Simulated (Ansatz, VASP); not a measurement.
# MgO: VASP beside Ansatz

```xyz
2
Lattice="0.0000 2.3062 2.3062 2.3062 0.0000 2.3062 2.3062 2.3062 0.0000" Properties=species:S:1:pos:R:3 pbc="T T T"
Mg    2.3062    2.3062    2.3062
O     3.4592    3.4592    3.4592
```

Alike in both runs: task single point; functional PBEsol; k mesh 10 × 10 × 10; occupations fermi-dirac, width 0.05 eV; no spin polarisation.

```csv
,VASP,Ansatz
version,VASP 6.6.1,Ansatz 0.2.0
potentials or method,"VASP PAW PBE potentials, release 64 (Mg, O)",Ansatz PAW
plane-wave cutoff (eV),520,420
valence electrons in the cell,8,16
```

```csv
,VASP,Ansatz,Ansatz less VASP
gap on the k mesh at the Fermi level (eV),3.36,3.36,0.000
least direct gap on the mesh (eV),3.36,3.36,0.000
pressure (GPa),-3.1,-2.8,+0.30
```

VASP's potentials were made for PBE, not for PBEsol. VASP's potentials hold 8 valence electrons a cell and Ansatz's 16, so a difference there can come from the potentials and not from the codes.
